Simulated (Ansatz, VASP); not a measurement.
# Bi2Te3 in VASP and in Ansatz

```
Bi Te
1.0
     2.25267    1.30058    9.94667
    -2.25267    1.30058    9.94667
     0.00000   -2.60116    9.94667
Bi Te
2 3
Cartesian
  0.0000 0.0000 24.2301
  0.0000 0.0000 11.9957
  0.0000 0.0000 18.2322
  0.0000 0.0000 5.9680
  0.0000 0.0000 0.0000
```

Change from the starting cell: equal xx and yy strain of +2 %.

Alike in both runs: task single point; functional LDA; k mesh 8 × 8 × 8; occupations fermi-dirac, width 0.08 eV; no spin polarisation.

```csv
,VASP,Ansatz
version,VASP 6.6.1,Ansatz 0.2.0
potentials or method,"VASP PAW LDA potentials, release 64 (Bi_d, Te), cutoff 500 eV","all-electron LAPW, scalar-relativistic"
```

|  | VASP | Ansatz | Ansatz less VASP |
| --- | --- | --- | --- |
| pressure (GPa) | -3.5 | -3.5 | -0.04 |
| traceless stress, the component that is largest in VASP (GPa) | -0.43 | -0.43 | +0.004 |
| rms of the force components (eV/Å) | 0.365 | 0.358 | -0.0065 |

LDA's correlation is that of Perdew and Zunger in VASP and of Perdew and Wang (1992) in Ansatz. Atom by atom the forces differ by 0.009 eV/Å (rms over components). Ansatz ran all-electron here, and VASP with PAW potentials.

Neither program's run includes spin-orbit coupling.
